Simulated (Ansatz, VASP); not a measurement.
# AlGa5Sb6: VASP beside Ansatz

Contents of INCAR:

```
ALGO = Normal
EDIFF = 1E-6
ENCUT = 520
GGA = PE
ISIF = 2
ISMEAR = 0
LASPH = True
LCHARG = True
LELF = True
LREAL = False
LVHAR = True
LWAVE = False
NBANDS = 61
NELM = 100
PREC = Accurate
SIGMA = 0.1
```

KPOINTS

```
k-points
0
Gamma
  4 4 1
```

POSCAR

```
AlGa5Sb6
1.0
    4.3982387000      0.0000000000      0.0000000000
    0.0000000000      4.3982387000      0.0000000000
    0.0000000000      0.0000000000     18.6313789000
Al Ga Sb
1 5 6
Direct
    0.0000000000      0.0000000000      0.0000000000
    0.0000000000      0.0000000000      0.6665620000
    0.5000000000      0.5000000000      0.8330260000
    0.5000000000      0.5000000000      0.1669740000
    0.0000000000      0.0000000000      0.3334380000
    0.5000000000      0.5000000000      0.5000000000
    0.5000000000      0.0000000000      0.7498030000
    0.0000000000      0.5000000000      0.9165410000
    0.5000000000      0.0000000000      0.0834590000
    0.0000000000      0.5000000000      0.2501970000
    0.5000000000      0.0000000000      0.4167210000
    0.0000000000      0.5000000000      0.5832790000
```

Input for Ansatz:

```yaml
crystal:
  lattice:
    - [4.3982387, 0.0, 0.0]
    - [0.0, 4.3982387, 0.0]
    - [0.0, 0.0, 18.6313789]
  atoms:
    - { symbol: Al, position: [0.0, 0.0, 0.0] }
    - { symbol: Ga, position: [0.0, 0.0, 0.666562] }
    - { symbol: Ga, position: [0.5, 0.5, 0.833026] }
    - { symbol: Ga, position: [0.5, 0.5, 0.166974] }
    - { symbol: Ga, position: [0.0, 0.0, 0.333438] }
    - { symbol: Ga, position: [0.5, 0.5, 0.5] }
    - { symbol: Sb, position: [0.5, 0.0, 0.749803] }
    - { symbol: Sb, position: [0.0, 0.5, 0.916541] }
    - { symbol: Sb, position: [0.5, 0.0, 0.083459] }
    - { symbol: Sb, position: [0.0, 0.5, 0.250197] }
    - { symbol: Sb, position: [0.5, 0.0, 0.416721] }
    - { symbol: Sb, position: [0.0, 0.5, 0.583279] }
basis:
  ecutwfc: 420
kpoints:
  mp_grid: { grid: [4, 4, 1] }
hamiltonian:
  xc: pbe
scf:
  occupations: { method: gaussian, width: 0.1 }
  lower_state_search: "off"
output:
  forces: true
  stress: true
  eigenvalues: true
```

Alike in both runs: task single point; functional PBE; k mesh 4 × 4 × 1; occupations gaussian, width 0.1 eV; no spin polarisation.

|  | VASP | Ansatz |
| --- | --- | --- |
| version | VASP 6.6.1 | Ansatz 0.2.0 |
| potentials or method | VASP PAW PBE potentials, release 64 (Al, Ga_d, Sb), cutoff 520 eV | scalar-relativistic, plane waves, PAW |
| valence electrons in the cell | 98 | 158 |

Ansatz gave:

- gap on the k mesh at the Fermi level (eV): none
- pressure (GPa): 0.3
- traceless stress, the component that is largest in VASP (GPa): -0.61
- rms of the force components (eV/Å): 0.001

Q: Which values does VASP return?

A: gap on the k mesh at the Fermi level (eV): none; pressure (GPa): 0.4; traceless stress, the component that is largest in VASP (GPa): -0.62; rms of the force components (eV/Å): 0.004.

Atom by atom the forces differ by 0.003 eV/Å (rms over components). A gap of «none» marks a metal or a gap that the smearing closes. The functional is the same, so the differences come from potentials, cutoffs and numerics. VASP's potentials hold 98 valence electrons a cell and Ansatz's 158, so a difference there can come from the potentials and not from the codes.

Neither program's run includes spin-orbit coupling.
